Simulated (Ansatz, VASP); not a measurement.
**Two plane-wave programs on MgO**

File INCAR:

```
SYSTEM = MgO
ALGO = Normal
EDIFF = 1E-7
EDIFFG = -0.002
ENCUT = 600
GGA = CA
GGA_COMPAT = .FALSE.
IBRION = 2
ISIF = 3
ISMEAR = 0
LASPH = .TRUE.
LCHARG = .FALSE.
LREAL = .FALSE.
LWAVE = .FALSE.
NELM = 120
NELMIN = 4
NSW = 100
PREC = Accurate
SIGMA = 0.02
```

The input KPOINTS:

```
k-points
0
G
  10 10 10
  0 0 0
```

Contents of POSCAR:

```
MgO
1.0
    0.0000000000      2.1100000000      2.1100000000
    2.1100000000      0.0000000000      2.1100000000
    2.1100000000      2.1100000000      0.0000000000
Mg O
1 1
Direct
    0.0000000000      0.0000000000      0.0000000000
    0.5000000000      0.5000000000      0.5000000000
```

Input for Ansatz:

```yaml
crystal:
  lattice:
    - [0.0, 2.11, 2.11]
    - [2.11, 0.0, 2.11]
    - [2.11, 2.11, 0.0]
  atoms:
    - { symbol: Mg, position: [0.0, 0.0, 0.0] }
    - { symbol: O, position: [0.5, 0.5, 0.5] }
basis:
  ecutwfc: 420
kpoints:
  mp_grid: { grid: [10, 10, 10] }
hamiltonian:
  xc: lda
  pseudopotentials: { kind: paw, azcp: { folder: soft_1 } }
scf:
  occupations: { method: gaussian, width: 0.02 }
output:
  forces: true
  stress: true
  eigenvalues: true
  write_density: true
  write_potential: true
  elf: true
  volumetric_format: npy
relax:
  adjacent_minimum: "off"
  f_tol: 0.002
  max_steps: 80
  cell: { stress_tol: 0.02 }
```

Alike in both runs: task relaxation of cell and atoms; functional LDA; k mesh 10 × 10 × 10; occupations gaussian, width 0.02 eV; no spin polarisation.

```csv
,VASP,Ansatz
version,VASP 6.6.1,Ansatz 0.2.0
potentials or method,"VASP PAW LDA potentials, release 64 (Mg, O), cutoff 600 eV","scalar-relativistic, plane waves, PAW"
valence electrons in the cell,8,16
```

```csv
,VASP,Ansatz,Ansatz less VASP
"gap on the k mesh at the Fermi level, each at its own relaxed structure (eV)",5.15,5.03,-0.126
relaxed volume (Å³/atom),8.89,9.00,+0.112
relaxed cell length with the largest relative difference (Å),2.930,2.942,+0.0122
```

Ansatz warns that its potentials were made for another functional, while VASP's fit it. LDA's correlation is that of Perdew and Zunger in VASP and of Perdew and Wang (1992) in Ansatz. VASP's potentials hold 8 valence electrons a cell and Ansatz's 16, so a difference there can come from the potentials and not from the codes.
